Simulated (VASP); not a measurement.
Wanted: the native input for a VASP 6.6.1 run.

| Quantity | Value |
| --- | --- |
| Task | single point |
| Functional | PBEsol |
| Potentials or basis | VASP PAW PBE potentials, release 64 (Ti_sv) |
| Cutoff | 520 eV |
| k mesh | 20 × 20 × 20 |
| Occupations | gaussian, width 0.15 eV |
| Spin | no spin polarisation |
| Dipole correction | no |
| Further INCAR settings | ALGO = Normal; EDIFF = 1e-06; NBANDS = 12 |

The structure of Ti lies in POSCAR:

```
Ti
1.0
    0.0000000000      2.1315000000      1.9285000000
    2.1315000000      0.0000000000      1.9285000000
    2.1315000000      2.1315000000      0.0000000000
Ti
1
Direct
    0.0000000000      0.0000000000      0.0000000000
```

This cell differs from its parent crystal: strain +0.050 along x and y, -0.050 along z.

These files were run (other wordings do the same):

INCAR

```
SYSTEM = Ti
ALGO = Normal
EDIFF = 1E-6
ENCUT = 520
GGA = PS
ISIF = 2
ISMEAR = 0
LASPH = .TRUE.
LCHARG = .FALSE.
LREAL = .FALSE.
LWAVE = .FALSE.
NBANDS = 12
NELM = 80
PREC = Accurate
SIGMA = 0.15
```

KPOINTS

```
k-points
0
G
  20 20 20
  0 0 0
```

Potentials or basis: VASP PAW PBE potentials, release 64 (Ti_sv).

Launch:

```sh
$ cat potpaw_PBE.64/Ti_sv/POTCAR > POTCAR
$ mpirun -np 1 vasp_std > vasp.out
```

It gave:

```json
{
 "Pressure": "-5.4 GPa",
 "Band gap on the k mesh": "zero (bands 6 and 7 overlap by 1.38 eV)"
}
```

Caveat: the cell differs from its parent crystal (strain +0.050 along x and y, -0.050 along z); the cell stands under tension; the PAW data sets were made with another functional, which shifts forces and pressure a little.

Wall time 42 s on 1 thread of Intel(R) Xeon(R) 6975P-C (Granite Rapids) (shared host), peak memory 0.24 GiB.
